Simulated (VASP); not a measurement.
Input of a VASP 6.6.1 run:

File INCAR:

```
AGGAC = 1.0
AGGAX = 1.0
ALDAC = 0.0
ALDAX = 1.0
ALGO = Normal
EDIFF = 1E-7
ENCUT = 520
GGA = B5
ISIF = 2
ISMEAR = 0
IVDW = 13
LASPH = T
LCHARG = F
LREAL = F
LWAVE = F
NBANDS = 26
NELM = 80
PREC = Accurate
SIGMA = 0.1
VDW_A1 = 0.44488865
VDW_A2 = 4.0933009
VDW_S6 = 1.0
VDW_S8 = 2.34076671
```

File KPOINTS:

```
k-points
0
Gamma
  2 2 2
```

The input POSCAR:

```
Rb3Ba
1.0
    0.0000000000      5.1382685885      5.1382685885
    5.1382685885      0.0000000000      5.1382685885
    5.1382685885      5.1382685885      0.0000000000
Rb Ba
3 1
Direct
    0.2500000000      0.2500000000      0.2500000000
    0.7500000000      0.7500000000      0.7500000000
    0.5000000000      0.5000000000      0.5000000000
    0.0000000000      0.0000000000      0.0000000000
```

Potentials or basis: VASP PAW PBE potentials, release 64 (Rb_sv, Ba_sv).

Run with:

```console
$ cat potpaw_PBE.64/Rb_sv/POTCAR potpaw_PBE.64/Ba_sv/POTCAR > POTCAR
$ mpirun -np 1 vasp_std > vasp.out
```

Q: What does it give for the dispersion energy per atom?

A: -0.099 eV.

Q: Estimate the pressure.

A: 1.1 GPa.

Caveat: the k points lie up to 0.53 Å⁻¹ apart; the PAW data sets were made with another functional, which shifts forces and pressure a little; pairwise dispersion overbinds metals, which lowers pressure and volume.
